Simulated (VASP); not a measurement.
Wanted: the native input for a VASP 6.6.1 run.

| Quantity | Value |
| --- | --- |
| Task | single point |
| Functional | PBE |
| Potentials or basis | VASP PAW PBE potentials, release 64 (Si, C) |
| Cutoff | 600 eV |
| k mesh | 16 × 16 × 3 |
| Occupations | fermi-dirac, width 0.02 eV |
| Spin | no spin polarisation |
| Dipole correction | no |
| Further INCAR settings | ALGO = Normal; EDIFF = 1e-06; NBANDS = 36 |

The structure of SiC lies in POSCAR:

```
SiC
1.0
    1.5690821724     -2.7198172038      0.0000000000
    1.5690821724      2.7198172038      0.0000000000
    0.0000000000      0.0000000000     15.4184831394
Si C
6 6
Direct
    0.1666621198      0.8333378802      0.8577216710
    0.8333378802      0.1666621198      0.3577216710
    0.5001149755      0.4998850245      0.5245068537
    0.4998850245      0.5001149755      0.0245068537
    0.8334421547      0.1665578453      0.6912250793
    0.1665578453      0.8334421547      0.1912250793
    0.5001801521      0.4998198479      0.6498133104
    0.4998198479      0.5001801521      0.1498133104
    0.1666200546      0.8333799454      0.9826819004
    0.8333799454      0.1666200546      0.4826819004
    0.8333970485      0.1666029515      0.8161911851
    0.1666029515      0.8333970485      0.3161911851
```

These files were run (other wordings do the same):

INCAR

```
ALGO = Normal ; EDIFF = 1E-6
ENCUT = 600 ; GGA = PE
GGA_COMPAT = F ; ISIF = 2
ISMEAR = -1 ; LASPH = T
LCHARG = T ; LELF = T
LREAL = F ; LVHAR = T
LWAVE = F ; NBANDS = 36
NELM = 120 ; PREC = Accurate
SIGMA = 0.02
```

KPOINTS

```
k-points
0
Gamma
  16 16 3
```

Potentials or basis: VASP PAW PBE potentials, release 64 (Si, C).

Run with:

```console
$ cat potpaw_PBE.64/Si/POTCAR potpaw_PBE.64/C/POTCAR > POTCAR
$ mpirun -np 1 vasp_std > vasp.out
```

It gave:

* Pressure: -8.7 GPa
* Largest force: 0.019 eV/Å
* Band gap on the k mesh: 2.02 eV (least direct gap 3.12 eV)

Caveat: the cell stands under tension.

Run time: 13 min on 1 thread of Oxide Virtual Turin-like Processor, with other jobs on the host, peak memory 0.68 GiB.
